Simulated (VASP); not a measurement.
Runs of VASP 6.6.1 on AlNi2. It takes space group P-3m1 (No. 164, trigonal). The conventional cell has a = 3.974 Å, b = 3.974 Å, c = 4.904 Å, α = 90.00°, β = 90.00°, γ = 120.00°. Within 3.1 Å of Al (site symmetry 3m) lie 11 Ni at 2.37 to 2.75 Å and 3 Al at 2.96 Å. Ni (site symmetry 3m) has 5 Al at 2.37 to 2.48 Å and 9 Ni at 2.47 to 2.93 Å within 3.1 Å. Ni (site symmetry -3m) has 8 Ni at 2.45 to 2.47 Å and 6 Al at 2.75 Å within 3.2 Å. Within 3.2 Å of Ni (site symmetry -3m) lie 8 Ni at 2.45 to 2.77 Å and 6 Al at 2.48 Å. 

| k mesh | smearing | gap on the mesh (eV) | pressure (GPa) | largest force (eV/Å) |
| --- | --- | --- | --- | --- |
| 1 × 1 × 1 | gaussian 0.1 eV | (a) | (b) | 1.34 |
| 12 × 12 × 8 | gaussian 0.1 eV | none | 0.2 | 0.06 |
| 18 × 18 × 12 | gaussian 0.1 eV | none | 0.2 | 0.06 |
| 12 × 12 × 8 | methfessel-paxton 0.05 eV | none | 0.2 | 0.06 |
| 12 × 12 × 8 | gaussian 0.3 eV | none | 0.4 | 0.06 |
| 12 × 12 × 8 | gaussian 0.5 eV | none | 0.9 | 0.05 |
| 12 × 12 × 8 | methfessel-paxton 0.01 eV | none | 0.2 | 0.06 |
| 12 × 12 × 8 | methfessel-paxton 0.2 eV | none | 0.2 | 0.06 |

Alike in all rows: task single point; level PBEsol; potentials or basis VASP PAW PBE potentials, release 64 (Al, Ni); no spin polarisation; cell as given; cutoff (eV) 520.

Question: Fill in the values left out.

Answer: (a) 0.73; (b) 3.3.

Caveats: some runs use coarse meshes; the PAW data sets were made with another functional, which shifts forces and pressure a little.

A k mesh can miss the band edges.

A gap of «none» marks levels without a gap at the run's occupations.
